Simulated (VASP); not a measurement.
# WS2 in VASP: notebook, part 2 of 2

VASP 6.6.1. The steps go on from the part before.

## Step 4: Single point, PBE+D3(BJ) (layers slid over each other)

INCAR reads:

```
PREC     = Accurate       # precision mode
ENCUT    = 520            # plane-wave cutoff, eV
EDIFF    = 1E-6           # SCF threshold, eV
ISMEAR   = 0              # smearing method
SIGMA    = 0.05           # smearing width, eV
LREAL    = False          # projectors in reciprocal space
LASPH    = True           # aspherical terms in the spheres
NELM     = 80             # most SCF steps
ALGO     = Normal         # electronic algorithm
ISIF     = 2              # what is computed and relaxed
LWAVE    = False          # write WAVECAR
LCHARG   = False          # write CHGCAR
LDIPOL   = True         
IDIPOL   = 3            
DIPOL    = 0.5 0.5 0.401
GGA      = PE             # functional
IVDW     = 12             # dispersion correction
NBANDS   = 35             # bands
```

KPOINTS reads:

```
regular mesh
0
Gamma
  9 9 1
```

POSCAR reads:

```
WS2
1.0
    3.1595457497      0.0000000000      0.0000000000
   -1.5797728749      2.7362468836      0.0000000000
    0.0000000000      0.0000000000     23.8042575719
S W
4 2
Direct
    0.3333333333      0.6666666667      0.1890418126
    0.3333333333      0.6666666667      0.3214605103
    0.6666666667      0.8333333333      0.4806757258
    0.6666666667      0.8333333333      0.6130944235
    0.6666666667      0.3333333333      0.2552511581
    0.3333333333      1.1666666667      0.5468850713
```

Potentials or basis: VASP PAW PBE potentials, release 64 (S, W_sv).

Run with:

```sh
cat potpaw_PBE.64/S/POTCAR potpaw_PBE.64/W_sv/POTCAR > POTCAR
mpirun -np 1 vasp_std > vasp.out
```

OUTCAR:

```text
PREC = Accurate
   ENCUT = 520
   EDIFF = 1E-6
   ISMEAR = 0
   LREAL = False
   LASPH = True
   NELM = 80
   ISIF = 2
   GGA = PE
   IVDW = 12
 IVDW          = 12

 ion  position               nearest neighbor table
   1  0.333  0.667  0.189-   5 2.41   5 2.41   5 2.41
   2  0.333  0.667  0.321-   5 2.41   5 2.41   5 2.41
   3  0.667  0.833  0.481-   6 2.41   6 2.41   6 2.41
   4  0.667  0.833  0.613-   6 2.41   6 2.41   6 2.41
   5  0.667  0.333  0.255-   1 2.41   1 2.41   1 2.41   2 2.41   2 2.41   2 2.41
   6  0.333  0.167  0.547-   3 2.41   3 2.41   3 2.41   4 2.41   4 2.41   4 2.41

  LATTYP: Found a hexagonal cell.
 ALAT       =     3.1595457497
 C/A-ratio  =     7.5340759266

  Lattice vectors:

 A1 = (   3.1595457497,   0.0000000000,   0.0000000000)
 A2 = (  -1.5797728749,   2.7362468836,   0.0000000000)
 A3 = (   0.0000000000,   0.0000000000,  23.8042575719)

Analysis of symmetry for initial positions (statically):
=====================================================================
 Subroutine PRICEL returns:
 Original cell was already a primitive cell.

 Routine SETGRP: Setting up the symmetry group for a
 hexagonal supercell.

 Subroutine GETGRP returns: Found  4 space group operations
[... 192 lines left out ...]
      6     -37.2712      2.00000
[... 901 lines left out ...]
     34       6.0468      0.00000
     35       6.9068      0.00000

 [... further k-points ...]

------------------------ aborting loop because EDIFF is reached ----------------------------------------

 vacuum level on the upper side and lower side of the slab       (xc-potential included)        -0.174        -0.175

 Edisp (eV)   -2.06013

 E8    (eV) :    -0.8956

  FORCE on cell =-STRESS in cart. coord.  units (eV):
  Direction    XX          YY          ZZ          XY          YZ          ZX
  --------------------------------------------------------------------------------------
  -------------------------------------------------------------------------------------
  Total      -0.19105    -0.20323    -0.59662     0.01055     0.02300     0.03984
  in kB      -1.48738    -1.58220    -4.64485     0.08211     0.17908     0.31018
  external pressure =       -2.57 kB  Pullay stress =        0.00 kB

 VOLUME and BASIS-vectors are now :
 -----------------------------------------------------------------------------
  energy-cutoff  :      520.00
  volume of cell :      205.79
      direct lattice vectors                 reciprocal lattice vectors
     3.159545750  0.000000000  0.000000000     0.316501193  0.182732049  0.000000000
    -1.579772875  2.736246884  0.000000000     0.000000000  0.365464098  0.000000000
     0.000000000  0.000000000 23.804257572     0.000000000  0.000000000  0.042009292

 POSITION                                       TOTAL-FORCE (eV/Angst)
 -----------------------------------------------------------------------------------
     -0.00000      1.82416      4.50000        -0.000026     -0.000015      0.003188
     -0.00000      1.82416      7.65213        -0.005746     -0.003317      0.057098
      0.78989      2.28021     11.44213         0.005746      0.003317     -0.057098
      0.78989      2.28021     14.59426         0.000026      0.000015     -0.003188
      1.57977      0.91208      6.07606        -0.002618     -0.001511      0.038302
      0.78989      0.45604     13.01819         0.002618      0.001511     -0.038302
 -----------------------------------------------------------------------------------
    total drift:                                0.000000      0.000000     -0.000504

  FREE ENERGIE OF THE ION-ELECTRON SYSTEM (eV)
  ---------------------------------------------------
  free  energy   TOTEN  =       -49.3882472170 eV

  energy  without entropy=      -49.3882472170  energy(sigma->0) =      -49.38824722

 vacuum level on the upper side and lower side of the slab         6.353         6.353
```

Wall time 8.7 min (1 thread of Intel Xeon 8259CL, shared host); peak memory 0.4 GiB.

Results:

```yaml
Free_energy: -49.3882 eV
Largest_force: 0.057 eV/Å
Band_gap_on_the_k_mesh: 1.85 eV (least direct gap 1.92 eV)
Dispersion_energy_per_atom: -0.343 eV
```

Forces on the atoms (eV/Å):
```
S    0.000  0.000  0.003
S   -0.006 -0.003  0.057
S    0.006  0.003 -0.057
S    0.000  0.000 -0.003
W   -0.003 -0.002  0.038
W    0.003  0.002 -0.038
```

Levels at points of the mesh, in eV from the valence-band top:
| k point | band 24 | band 25 | band 26 | band 27 | band 28 | band 29 |
| --- | --- | --- | --- | --- | --- | --- |
| (0.00, 0.00, 0.00) | -1.64 | -0.36 | 0.00 | 2.86 | 2.86 | 2.86 |

Caveat: the cell differs from its parent crystal (layers slid over each other); spin-orbit coupling is left out, which moves the levels of the heavy elements.

## Step 5: The runs side by side

| cell | gap on the mesh (eV) | largest force (eV/Å) |
| --- | --- | --- |
| as given, atomic positions A | 1.86 | 0.07 |
| as given, atomic positions B | 1.85 | 0.06 |
| as given, atomic positions C | 1.85 | 0.06 |

Alike in all rows: task single point; level PBE+D3(BJ); potentials or basis VASP PAW PBE potentials, release 64 (S, W_sv); no spin polarisation; k mesh 9 × 9 × 1; cutoff (eV) 520; smearing gaussian 0.05 eV.

Caveats: spin-orbit coupling is left out, which moves the levels of the heavy elements.

Total energies depend on the potentials used, so only differences within one code and one set of settings carry meaning.
